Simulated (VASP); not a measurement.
The system is BiSbS.

```xyz
3
Lattice="5.1080 0.0000 0.0000 -2.5540 4.4237 0.0000 0.0000 0.0000 3.4926" Properties=species:S:1:pos:R:3 pbc="T T T"
Sb    0.0000    2.9491    1.7463
Bi    2.5540    1.4746    1.7463
S     0.0000    0.0000    0.0000
```

```yaml
Program: VASP 6.6.1
Task: relaxation of cell and atoms
Functional: PBE
Potentials_or_basis: VASP PAW PBE potentials, release 64 (Sb, Bi_d, S)
Cutoff: 600 eV
k_mesh: 6 × 6 × 6
Occupations: gaussian, width 0.1 eV
Spin: no spin polarisation
```

At the start: pressure -0.1 GPa; volume 26.31 Å³/atom.

Question: How do energy, volume and symmetry change on relaxing?

Answer: Over 11 steps the energy falls by 50.8 meV/atom and the volume is 25.48 Å³/atom (-3.2 %); space group P-6m2 (No. 187, to 0.05 Å).

Step by step:
```
step  energy change (eV)  largest force (eV/Å)  pressure (GPa)  volume (Å³)
   1              0.0000                0.0000           -0.09        78.92
   2             -0.0276                0.0000           -0.53        78.72
   3             -0.0754                0.0000           -0.85        78.33
   4             -0.1271                0.0000           -0.56        77.21
   5             -0.1369                0.0000           -0.98        77.88
   6             -0.1487                0.0000           -0.89        77.56
   7             -0.1489                0.0000           -0.91        77.61
   8             -0.1421                0.0000            1.38        74.76
   9             -0.1519                0.0000           -0.13        76.58
  10             -0.1520                0.0000            0.08        76.30
  11             -0.1524                0.0000            0.00        76.43
```

Final structure:
```cif
data_structure
_symmetry_space_group_name_H-M 'P 1'
_symmetry_Int_Tables_number 1
_cell_length_a 5.2993
_cell_length_b 5.2993
_cell_length_c 3.1426
_cell_angle_alpha 90.000
_cell_angle_beta 90.000
_cell_angle_gamma 120.000
_cell_volume 76.43
loop_
_atom_site_label
_atom_site_type_symbol
_atom_site_fract_x
_atom_site_fract_y
_atom_site_fract_z
_atom_site_occupancy
Sb1 Sb 0.33333 0.66667 0.50000 1
Bi1 Bi 0.66667 0.33333 0.50000 1
S1 S 0.00000 0.00000 0.00000 1
```
